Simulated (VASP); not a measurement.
Here is a VASP 6.6.1 calculation.

File INCAR:

```
PREC = Accurate ; ENCUT = 520
EDIFF = 1E-7 ; ISMEAR = -1
SIGMA = 0.05 ; LREAL = False
LASPH = True ; NELM = 60
ALGO = Normal ; ISIF = 2
LWAVE = False ; LCHARG = False
GGA = PE ; IBRION = 2
NSW = 80 ; EDIFFG = -0.02
```

KPOINTS

```
regular mesh
0
Gamma
  18 18 18
```

File POSCAR:

```
TiC
1.0
    0.0000000000      2.1640000000      2.2072800000
    2.1640000000      0.0000000000      2.2072800000
    2.1640000000      2.1640000000      0.0000000000
Ti C
1 1
Direct
    0.0000000000      0.0000000000      0.0000000000
    0.5000000000      0.5000000000      0.5000000000
```

Potentials or basis: VASP PAW PBE potentials, release 64 (Ti_sv, C).

Run with:

```console
$ cat potpaw_PBE.64/Ti_sv/POTCAR potpaw_PBE.64/C/POTCAR > POTCAR
$ mpirun -np 1 vasp_std > vasp.out
```

Task: Estimate the band gap on the k mesh.

Result: Zero (bands 8 and 9 overlap by 1.20 eV).

Stress tensor (GPa, compression positive):
```
-1.24  0.00  0.00
 0.00 -1.24  0.00
 0.00  0.00 -8.19
```

Caveat: the cell differs from its parent crystal (z stretched by +2 %).
